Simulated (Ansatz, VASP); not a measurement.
Co in VASP and in Ansatz

INCAR

```
ALGO = Normal
EDIFF = 1E-6
ENCUT = 520
GGA = PE
ISIF = 2
ISMEAR = -1
ISPIN = 2
LASPH = True
LCHARG = True
LELF = True
LMAXMIX = 4
LORBIT = 11
LREAL = False
LVHAR = True
LWAVE = False
MAGMOM = 2.5 2.5
NBANDS = 20
NELM = 150
NUPDOWN = 5.0
PREC = Accurate
SIGMA = 0.05
```

KPOINTS

```
k-points
0
Gamma
  10 10 6
```

Contents of POSCAR:

```
Co
1.0
    2.4873648738      0.0000000000      0.0000000000
   -1.2436824369      2.1541211692      0.0000000000
    0.0000000000      0.0000000000      4.0632895034
Co
2
Direct
    0.3333333333      0.6666666667      0.7401390000
    0.6666666667      0.3333333333      0.2598610000
```

input.yaml

```yaml
crystal:
  lattice:
    - [2.4873648738, 0.0, 0.0]
    - [-1.2436824369, 2.1541211692, 0.0]
    - [0.0, 0.0, 4.0632895034]
  atoms:
    - { symbol: Co, position: [0.3333333333, 0.6666666667, 0.740139], spin: 2.5 }
    - { symbol: Co, position: [0.6666666667, 0.3333333333, 0.259861], spin: 2.5 }
hamiltonian:
  xc: pbe
  pseudopotentials: { kind: paw }
magnetization:
  spin_polarized: true
  initial_magnetization: 5.0
  spin_locking: { lock_magnetization: hard }
kpoints:
  mp_grid: { grid: [10, 10, 6] }
scf:
  occupations: { method: fermi_dirac, width: 0.05 }
  lower_state_search: "off"
output:
  forces: true
  stress: true
  eigenvalues: true
```

Alike in both runs: task single point; functional PBE; k mesh 10 × 10 × 6; occupations fermi-dirac, width 0.05 eV; collinear spin; fixed moment 5 μB.

```csv
,VASP,Ansatz
version,VASP 6.6.1,Ansatz 0.2.0
potentials or method,"VASP PAW PBE potentials, release 64 (Co)",Ansatz PAW
plane-wave cutoff (eV),520,420
valence electrons in the cell,18,34
```

|  | VASP | Ansatz | Ansatz less VASP |
| --- | --- | --- | --- |
| pressure (GPa) | 22.4 | 23.3 | +0.83 |
| traceless stress, the component that is largest in VASP (GPa) | 3.35 | 3.76 | +0.413 |
| rms of the force components (eV/Å) | 0.535 | 0.562 | +0.0268 |
| net moment per atom (μB) | 2.50 | 2.50 | 0.000 |
| size of the moment on the site where the two differ most (μB) | 2.43 | 2.40 | -0.027 |

Site moments also hang on the region over which each program counts them. Atom by atom the forces differ by 0.027 eV/Å (rms over components). VASP's potentials hold 18 valence electrons a cell and Ansatz's 34, so a difference there can come from the potentials and not from the codes.
